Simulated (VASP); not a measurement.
# TiAl3 (I4/mmm) in VASP: notebook, part 2 of 2

VASP 6.6.1. Earlier steps stand in the parts before.

## 5. Single point, PBE

This run uses another cell than the first one, of 15.63 Å³/atom, 1.064 times its volume.

File INCAR:

```
ALGO = Normal ; EDIFF = 1E-6
ENCUT = 520 ; GGA = PE
ISIF = 2 ; ISMEAR = -1
LASPH = True ; LCHARG = False
LREAL = False ; LWAVE = False
NBANDS = 18 ; NELM = 80
PREC = Accurate ; SIGMA = 0.05
```

File KPOINTS:

```
k-points
0
Gamma
  10 10 10
```

File POSCAR:

```
TiAl3
1.0
   -1.9111067713      1.9111067713      4.2806687947
    1.9111067713     -1.9111067713      4.2806687947
    1.9111067713      1.9111067713     -4.2806687947
Ti Al
1 3
Direct
    0.0000000000      0.0000000000      0.0000000000
    0.2500000000      0.7500000000      0.5000000000
    0.7500000000      0.2500000000      0.5000000000
    0.5000000000      0.5000000000      0.0000000000
```

Started as:

```sh
$ cat potpaw_PBE.64/Ti_sv/POTCAR potpaw_PBE.64/Al/POTCAR > POTCAR
$ mpirun -np 1 vasp_std > vasp.out
```

Wall time 2 min (1 thread of Intel Xeon Platinum 8375C at 2.90GHz (Ice Lake), shared host); peak memory 0.3 GiB.

It converged, with:

```yaml
Free_energy: -20.6612 eV
Pressure: 2.0 GPa
```

Stress tensor (GPa, compression positive):
```
2.05 0.00 0.00
0.00 2.05 0.00
0.00 0.00 1.90
```

Levels at points of the mesh, in eV from the Fermi level:
```
           k point  band 7  band 8  band 9  band 10  band 11  band 12  band 13  band 14  band 15  band 16
(0.00, 0.00, 0.00)   -2.63   -1.41   -1.23    -1.23     0.84     1.75     1.75     2.24     2.48     3.83
(0.50, 0.00, 0.00)   -3.62   -2.95   -1.06    -0.26     0.51     1.83     2.10     2.73     3.18     4.51
(0.50, 0.50, 0.00)   -4.38   -3.77   -2.71    -2.20    -0.99     1.79     1.97     2.71     2.85     3.22
(0.50, 0.50, 0.50)   -2.00   -0.92   -0.92    -0.23     0.71     0.71     0.96     3.08     4.78     6.13
```

## 6. Single point, PBE (volume scaled by 1.02)

File INCAR:

```
SYSTEM = TiAl3
PREC = Accurate
ENCUT = 520
EDIFF = 1E-6
ISMEAR = -1
SIGMA = 0.05
LREAL = .FALSE.
LASPH = .TRUE.
NELM = 80
ALGO = Normal
ISIF = 2
LWAVE = .FALSE.
LCHARG = .TRUE.
GGA = PE
LELF = .TRUE.
LVHAR = .TRUE.
NBANDS = 18
```

File KPOINTS:

```
regular mesh
0
G
  10 10 10
  0 0 0
```

File POSCAR:

```
TiAl3
1.0
   -1.9237634764      1.9237634764      4.3090184209
    1.9237634764     -1.9237634764      4.3090184209
    1.9237634764      1.9237634764     -4.3090184209
Ti Al
1 3
Direct
    0.0000000000      0.0000000000      0.0000000000
    0.2500000000      0.7500000000      0.5000000000
    0.7500000000      0.2500000000      0.5000000000
    0.5000000000      0.5000000000      0.0000000000
```

Potentials or basis: VASP PAW PBE potentials, release 64 (Ti_sv, Al).

Started as:

```sh
$ cat potpaw_PBE.64/Ti_sv/POTCAR potpaw_PBE.64/Al/POTCAR > POTCAR
$ mpirun -np 1 vasp_std > vasp.out
```

OUTCAR:

```text
SYSTEM = TiAl3
   PREC = Accurate
   ENCUT = 520
   EDIFF = 1E-6
   ISMEAR = -1
   LREAL = .FALSE.
   LASPH = .TRUE.
   NELM = 80
   ISIF = 2
   GGA = PE

 ion  position               nearest neighbor table
   1  0.000  0.000  0.000-   4 2.72   4 2.72   4 2.72   4 2.72   3 2.89   2 2.89   3 2.89   2 2.89
                             3 2.89   3 2.89   2 2.89   2 2.89
   2  0.250  0.750  0.500-   3 2.72   3 2.72   3 2.72   3 2.72   4 2.89   1 2.89   4 2.89   4 2.89
                             1 2.89   1 2.89   4 2.89   1 2.89
   3  0.750  0.250  0.500-   2 2.72   2 2.72   2 2.72   2 2.72   4 2.89   1 2.89   4 2.89   1 2.89
                             4 2.89   4 2.89   1 2.89   1 2.89
   4  0.500  0.500  0.000-   1 2.72   1 2.72   1 2.72   1 2.72   3 2.89   2 2.89   3 2.89   3 2.89
                             2 2.89   2 2.89   3 2.89   2 2.89

  LATTYP: Found a body centered tetragonal cell.
 ALAT       =     3.8475269528
 C/A-ratio  =     2.2398899209

  Lattice vectors:

 A1 = (  -1.9237634764,   1.9237634764,   4.3090184209)
 A2 = (   1.9237634764,  -1.9237634764,   4.3090184209)
 A3 = (   1.9237634764,   1.9237634764,  -4.3090184209)

Analysis of symmetry for initial positions (statically):
=====================================================================
 Subroutine PRICEL returns:
 Original cell was already a primitive cell.

 Routine SETGRP: Setting up the symmetry group for a
 body centered tetragonal supercell.

 Subroutine GETGRP returns: Found 16 space group operations
 (whereof 16 operations were pure point group operations)
 out of a pool of 16 trial point group operations.

The static configuration has the point symmetry D_4h.

Analysis of symmetry for dynamics (positions and initial velocities):
=====================================================================
 Subroutine PRICEL returns:
 Original cell was already a primitive cell.

 Routine SETGRP: Setting up the symmetry group for a
[... 130 lines left out ...]
     AMIX_MAG =   1.60;   BMIX_MAG =  1.00
  volume/ion in A,a.u.               =      15.95       107.62
  Fermi-wavevector in a.u.,A,eV,Ry     =   1.130405  2.136156 17.385732  1.277815
  Thomas-Fermi vector in A             =   2.267101
   LORBIT       =      0    0 simple, 1 ext, 2 COOP (PROOUT), +10 PAW based schemes
   GGA     = PE    functional components
   LHFCALC =     F    Hartree Fock is set to
   AEXX    =    0.0000 exact exchange contribution
   IVDW    =     0    specifies the selected vdW correction
   LEPSILON=     F    determine dielectric tensor
   LRPA    =     F    only Hartree local field effects (RPA)
 non-spin polarized calculation
  energy-cutoff  :      520.00
  volume of cell :       63.79
 maximum number of plane-waves:      1738
 NGX is ok and might be reduce to    40
   NGX = 19   NGY = 19   NGZ = 19

 number of electron      21.0000000 magnetization

 Free energy of the ion-electron system (eV)
  ---------------------------------------------------
  ext. energy  EPLUGINS =         0.00000000
  ---------------------------------------------------
  free energy    TOTEN  =       -20.66894751 eV

  energy without entropy =      -20.65525030  energy(sigma->0) =      -20.66209891

 E-fermi :   8.1599     XC(G=0): -10.7153

 val. band max:        8.1242036106   @ k =  -0.1000   0.3000   0.1000
 cond. band min:       8.1603729165   @ k =   0.2000  -0.0000   0.0000
 fundamental gap:      0.0361693059
 Fermi energy:         8.1598906069

 k-point     1 :       0.0000    0.0000    0.0000
  band No.  band energies     occupation
      1     -48.3410      2.00000
      2     -24.6527      2.00000
      3     -24.6527      2.00000
      4     -24.5752      2.00000
      5      -1.8598      2.00000
      6       5.3165      2.00000
[... 481 lines left out ...]
      5       1.3856      2.00000
      6       2.5002      2.00000
[... 10 lines left out ...]
     17      12.8907      0.00000
     18      14.1118      0.00000

 [... further k-points ...]

------------------------ aborting loop because EDIFF is reached ----------------------------------------

  FORCE on cell =-STRESS in cart. coord.  units (eV):
  Direction    XX          YY          ZZ          XY          YZ          ZX
  --------------------------------------------------------------------------------------
  -------------------------------------------------------------------------------------
  Total       -0.0668992     -0.0668992     -0.0824986      0.0000000      0.0000000      0.0000000
  in kB       -1.6803120     -1.6803120     -2.0721227      0.0000000      0.0000000      0.0000000
  external PRESSURE =      -1.8109156 kB  Pullay stress =       0.0000000 kB

 VOLUME and BASIS-vectors are now :
 -----------------------------------------------------------------------------
  energy-cutoff  :      520.00
  volume of cell :       63.79
      direct lattice vectors                 reciprocal lattice vectors
    -1.923763476  1.923763476  4.309018421     0.000000000  0.259907211  0.116035707
     1.923763476 -1.923763476  4.309018421     0.259907211  0.000000000  0.116035707
     1.923763476  1.923763476 -4.309018421     0.259907211  0.259907211  0.000000000

 POSITION                                       TOTAL-FORCE (eV/Angst)
 -----------------------------------------------------------------------------------
      0.00000      0.00000      0.00000         0.000000      0.000000     -0.000000
      1.92376     -0.00000      2.15451        -0.000000     -0.000000      0.000000
     -0.00000      1.92376      2.15451        -0.000000      0.000000      0.000000
      0.00000      0.00000      4.30902         0.000000      0.000000     -0.000000
 -----------------------------------------------------------------------------------
    total drift:                               -0.000000     -0.000000     -0.000000

  FREE ENERGIE OF THE ION-ELECTRON SYSTEM (eV)
  ---------------------------------------------------
  free  energy   TOTEN  =       -20.6689475143 eV

  energy  without entropy=      -20.6552503041  energy(sigma->0) =      -20.66209891
```

It took 2.1 min on 1 thread of Intel Xeon Platinum 8375C at 2.90GHz (Ice Lake), shared host; peak memory 0.3 GiB.

What came out:

```
Free energy : -20.6689 eV
Pressure    : -0.2 GPa
```

Caveat: the cell differs from its parent crystal (volume scaled by 1.02).

## 7. The runs side by side

| cell | gap on the mesh (eV) | pressure (GPa) |
| --- | --- | --- |
| a = 4.959 Å, angles 135.6, 135.6, 64.5°, 4 atoms | none | 10.0 |
| a = 4.994 Å, angles 135.6, 135.6, 64.5°, 4 atoms | none | 7.1 |
| a = 5.029 Å, angles 135.6, 135.6, 64.5°, 4 atoms | none | 4.4 |
| a = 5.062 Å, angles 135.6, 135.6, 64.5°, 4 atoms | none | 2.0 |
| a = 5.096 Å, angles 135.6, 135.6, 64.5°, 4 atoms | none | -0.2 |

Alike in all rows: task single point; level PBE; potentials or basis VASP PAW PBE potentials, release 64 (Ti_sv, Al); no spin polarisation; k mesh 10 × 10 × 10; cutoff (eV) 520; smearing fermi-dirac 0.05 eV.

Total energies depend on the potentials used, so only differences within one code and one set of settings carry meaning.
